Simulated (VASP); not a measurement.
CoSi2 (MoSi2 type):

```
Co Si
1.0
    -1.47741    1.47741    3.61964
     1.47741   -1.47741    3.61964
     1.47741    1.47741   -3.61964
Co Si
1 2
Direct
  0.00000 0.00000 0.00000
  0.33500 0.33500 0.00000
  0.66500 0.66500 0.00000
```

* Program: VASP 6.6.1
* Task: relaxation of cell and atoms
* Functional: PBE
* Potentials or basis: VASP PAW PBE potentials, release 64 (Co, Si)
* Cutoff: 600 eV
* k mesh: 14 × 14 × 14
* Occupations: fermi-dirac, width 0.05 eV
* Spin: no spin polarisation

At the start: pressure 28.8 GPa; volume 10.53 Å³/atom.

Q: Where does the relaxation end?

A: Over 9 steps the energy falls by 169.6 meV/atom and the volume is 12.03 Å³/atom (+14.2 %); space group I4/mmm (No. 139, to 0.05 Å).

The path:
```csv
step,energy change (eV),largest force (eV/Å),pressure (GPa),volume (Å³)
1,0.0000,0.3330,28.77,31.60
2,-0.1779,0.0761,-16.04,41.02
3,-0.4216,0.0477,-2.27,36.43
4,-0.4943,0.2175,-1.06,36.19
5,-0.5032,0.3539,-0.12,36.08
6,-0.5088,0.0215,0.34,36.02
7,-0.5088,0.0072,0.31,36.02
8,-0.5088,0.0063,-0.25,36.14
9,-0.5089,0.0001,0.00,36.08
```

Final structure:
```cif
data_structure
_symmetry_space_group_name_H-M 'P 1'
_symmetry_Int_Tables_number 1
_cell_length_a 4.1864
_cell_length_b 4.1864
_cell_length_c 4.1864
_cell_angle_alpha 135.051
_cell_angle_beta 135.051
_cell_angle_gamma 65.452
_cell_volume 36.08
loop_
_atom_site_label
_atom_site_type_symbol
_atom_site_fract_x
_atom_site_fract_y
_atom_site_fract_z
_atom_site_occupancy
Co1 Co 0.00000 0.00000 0.00000 1
Si1 Si 0.33463 0.33463 0.00000 1
Si2 Si 0.66537 0.66537 0.00000 1
```
